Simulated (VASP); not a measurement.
# CsH (Fm-3m) in VASP: further runs, part 2 of 3

VASP 6.6.1.

## Step 3: Electric field gradients, r2SCAN

This run uses another cell than the first one, of 32.50 Å³/atom, 1.063 times its volume.

Input file POSCAR:

```
CsH
1.0
    0.0000000000      3.1912544200      3.1912544200
    3.1912544200      0.0000000000      3.1912544200
    3.1912544200      3.1912544200      0.0000000000
Cs H
1 1
Direct
    0.0000000000      0.0000000000      0.0000000000
    0.5000000000      0.5000000000      0.5000000000
```

Input file INCAR.step1:

```
SYSTEM = CsH
PREC = Accurate
ENCUT = 520
ISMEAR = -1
SIGMA = 0.02
LREAL = .False.
LASPH = .True.
NELM = 100
NBANDS = 12
GGA = PE
ALGO = Normal
EDIFF = 1E-4
LWAVE = .True.
LCHARG = .False.
```

Input file INCAR.step2:

```
SYSTEM = CsH
PREC = Accurate
ENCUT = 520
EDIFF = 1E-8
ISMEAR = -1
SIGMA = 0.02
LREAL = .False.
LASPH = .True.
NELM = 100
ALGO = Normal
ISIF = 2
LWAVE = .False.
LCHARG = .False.
METAGGA = R2SCAN
LMIXTAU = .True.
LEFG = .True.
NBANDS = 12
ISTART = 1
```

Input file KPOINTS:

```
regular mesh
0
Gamma
  7 7 7
  0 0 0
```

Potentials or basis: VASP PAW PBE potentials, release 64 (Cs_sv, H).

The run is started by

```sh
> cat potpaw_PBE.64/Cs_sv/POTCAR potpaw_PBE.64/H/POTCAR > POTCAR
> cp INCAR.step1 INCAR
> mpirun -np 1 vasp_std > vasp.out
> cp INCAR.step2 INCAR
> mpirun -np 1 vasp_std > vasp.out
```

OUTCAR:

```text
SYSTEM = CsH
   PREC = Accurate
   ENCUT = 520
   EDIFF = 1E-8
   ISMEAR = -1
   LREAL = .False.
   LASPH = .True.
   NELM = 100
   ISIF = 2
   METAGGA = R2SCAN
   ISTART = 1

 ion  position               nearest neighbor table
   1  0.000  0.000  0.000-
   2  0.500  0.500  0.500-

  LATTYP: Found a face centered cubic cell.
 ALAT       =     6.3825088400

  Lattice vectors:

 A1 = (   0.0000000000,   3.1912544200,   3.1912544200)
 A2 = (   3.1912544200,   0.0000000000,   3.1912544200)
 A3 = (   3.1912544200,   3.1912544200,   0.0000000000)

Analysis of symmetry for initial positions (statically):
=====================================================================
 Subroutine PRICEL returns:
 Original cell was already a primitive cell.

 Routine SETGRP: Setting up the symmetry group for a
 face centered cubic supercell.

 Subroutine GETGRP returns: Found 48 space group operations
 (whereof 48 operations were pure point group operations)
 out of a pool of 48 trial point group operations.

The static configuration has the point symmetry O_h .

Analysis of symmetry for dynamics (positions and initial velocities):
=====================================================================
 Subroutine PRICEL returns:
 Original cell was already a primitive cell.

 Routine SETGRP: Setting up the symmetry group for a
 face centered cubic supercell.

 Subroutine GETGRP returns: Found 48 space group operations
 (whereof 48 operations were pure point group operations)
 out of a pool of 48 trial point group operations.

The dynamic configuration has the point symmetry O_h .

 Subroutine INISYM returns: Found 48 space group operations
 (whereof 48 operations are pure point group operations),
 and found     1 'primitive' translations

----------------------------------------------------------------------------------------

                                     Primitive cell

  volume of cell :      65.0001

  direct lattice vectors                    reciprocal lattice vectors
     0.000000000  3.191254420  3.191254420    -0.156678201  0.156678201  0.156678201
     3.191254420  0.000000000  3.191254420     0.156678201 -0.156678201  0.156678201
     3.191254420  3.191254420  0.000000000     0.156678201  0.156678201 -0.156678201

  length of vectors
     4.513115282  4.513115282  4.513115282     0.271374604  0.271374604  0.271374604

  position of ions in fractional coordinates (direct lattice)
     0.000000000  0.000000000  0.000000000
     0.500000000  0.500000000  0.500000000

  ion indices of the primitive-cell ions
   primitive index   ion index
                 1           1
                 2           2

----------------------------------------------------------------------------------------

 KPOINTS: regular mesh

Automatic generation of k-mesh.
 Grid dimensions read from file:
 generate k-points for:    7    7    7

 Generating k-lattice:

[... 72 lines left out ...]
   EFERMI_NEDOS =   21; number of points for ismear=-14 and -15
   IALGO  =     38    algorithm
   IMIX   =      4    mixing-type and parameters
     AMIX     =   0.40;   BMIX     =  1.00
     AMIX_MAG =   1.60;   BMIX_MAG =  1.00
  volume/ion in A,a.u.               =      32.50       219.32
  Fermi-wavevector in a.u.,A,eV,Ry     =   0.877210  1.657686 10.469639  0.769497
  Thomas-Fermi vector in A             =   1.997127
   LORBIT       =      0    0 simple, 1 ext, 2 COOP (PROOUT), +10 PAW based schemes
   METAGGA = R2SCAN    functional components
   LHFCALC =     F    Hartree Fock is set to
   AEXX    =    0.0000 exact exchange contribution
   IVDW    =     0    specifies the selected vdW correction
   LEPSILON=     F    determine dielectric tensor
   LRPA    =     F    only Hartree local field effects (RPA)
 non-spin polarized calculation
  energy-cutoff  :      520.00
  volume of cell :       65.00
 maximum number of plane-waves:      1807
 NGX is ok and might be reduce to    36
   NGX = 17   NGY = 17   NGZ = 17

 number of electron       9.9999999 magnetization

 Free energy of the ion-electron system (eV)
  ---------------------------------------------------
  ext. energy  EPLUGINS =         0.00000000
  ---------------------------------------------------
  free energy    TOTEN  =       -28.98887243 eV

  energy without entropy =      -28.98887243  energy(sigma->0) =      -28.98887243

 E-fermi :   0.2128     XC(G=0):  -7.5453

 val. band max:       -0.2254317514   @ k =   0.4286   0.0000   0.0000
 cond. band min:       2.6763597355   @ k =   0.4286   0.0000   0.0000
 fundamental gap:      2.9017914869
 Fermi energy:         0.2127795950

 k-point     1 :       0.0000    0.0000    0.0000
  band No.  band energies     occupation
      1     -22.1989      2.00000
      2      -8.2874      2.00000
      3      -8.2874      2.00000
      4      -8.2874      2.00000
      5      -1.7709      2.00000
      6       5.5625      0.00000
      7       5.5625      0.00000
      8       5.5625      0.00000
      9       6.1963      0.00000
     10       7.4661      0.00000
     11       7.4661      0.00000
     12       9.1034      0.00000
[... 271 lines left out ...]
 k-point    20 :      -0.2857    0.4286    0.1429
  band No.  band energies     occupation
      1     -22.0950      2.00000
      2      -8.8106      2.00000
      3      -8.7874      2.00000
      4      -8.5398      2.00000
      5      -0.8095      2.00000
      6       4.0152      0.00000
      7       4.6940      0.00000
      8       5.9502      0.00000
      9       8.2255      0.00000
     10       8.5684      0.00000
     11       9.2220      0.00000
     12      10.3041      0.00000

------------------------ aborting loop because EDIFF is reached ----------------------------------------

  FORCE on cell =-STRESS in cart. coord.  units (eV):
  Direction    XX          YY          ZZ          XY          YZ          ZX
  --------------------------------------------------------------------------------------
  -------------------------------------------------------------------------------------
  Total        0.0033714      0.0033714      0.0033714     -0.0000000     -0.0000000      0.0000000
  in kB        0.0831000      0.0831000      0.0831000     -0.0000000     -0.0000000      0.0000000
  external PRESSURE =       0.0831000 kB  Pullay stress =       0.0000000 kB

 VOLUME and BASIS-vectors are now :
 -----------------------------------------------------------------------------
  energy-cutoff  :      520.00
  volume of cell :       65.00
      direct lattice vectors                 reciprocal lattice vectors
     0.000000000  3.191254420  3.191254420    -0.156678201  0.156678201  0.156678201
     3.191254420  0.000000000  3.191254420     0.156678201 -0.156678201  0.156678201
     3.191254420  3.191254420  0.000000000     0.156678201  0.156678201 -0.156678201

 POSITION                                       TOTAL-FORCE (eV/Angst)
 -----------------------------------------------------------------------------------
      0.00000      0.00000      0.00000        -0.000000      0.000000     -0.000000
      3.19125      3.19125      3.19125         0.000000     -0.000000      0.000000
 -----------------------------------------------------------------------------------
    total drift:                               -0.000000      0.000000      0.000000

  FREE ENERGIE OF THE ION-ELECTRON SYSTEM (eV)
  ---------------------------------------------------
  free  energy   TOTEN  =       -28.9888724262 eV

  energy  without entropy=      -28.9888724262  energy(sigma->0) =      -28.98887243

 Electric field gradients (V/A^2)
---------------------------------------------------------------------
 ion       V_xx      V_yy      V_zz      V_xy      V_xz      V_yz
---------------------------------------------------------------------
   1       0.000     0.000     0.000     0.000     0.000     0.000
   2      -0.000     0.000    -0.000     0.001     0.001     0.001
---------------------------------------------------------------------

 Electric field gradients after diagonalization (V/A^2)
 (convention: |V_zz| > |V_xx| > |V_yy|)
----------------------------------------------------------------------
 ion       V_xx      V_yy      V_zz     asymmetry (V_yy - V_xx)/ V_zz
----------------------------------------------------------------------
   1      -0.000    -0.000     0.000       0.000
   2      -0.001    -0.001     0.001       0.000
----------------------------------------------------------------------

           NMR quadrupolar parameters

 Cq : quadrupolar parameter    Cq=e*Q*V_zz/h
 eta: asymmetry parameters     (V_yy - V_xx)/ V_zz
 Q  : nuclear electric quadrupole moment in mb (millibarn)
----------------------------------------------------------------------
 ion       Cq(MHz)       eta       Q (mb)
----------------------------------------------------------------------
   1       0.000       0.000       1.000
   2       0.000       0.000       1.000
----------------------------------------------------------------------
```

Wall time 2 min (1 thread of Intel Xeon 8259CL, shared host); peak memory 0.22 GiB.

What came out:

```yaml
Free_energy: -28.9889 eV
Pressure: 0.0 GPa
Band_gap_on_the_k_mesh: 2.90 eV, direct
```

Caveat: without QUAD_EFG the Cq values of the log hold for a quadrupole moment of 1 mb, not for the nuclei; the PAW data sets were made with another functional, which shifts forces and pressure a little; spin-orbit coupling is left out, which moves the levels of the heavy elements.

[end of part 2 of 3]
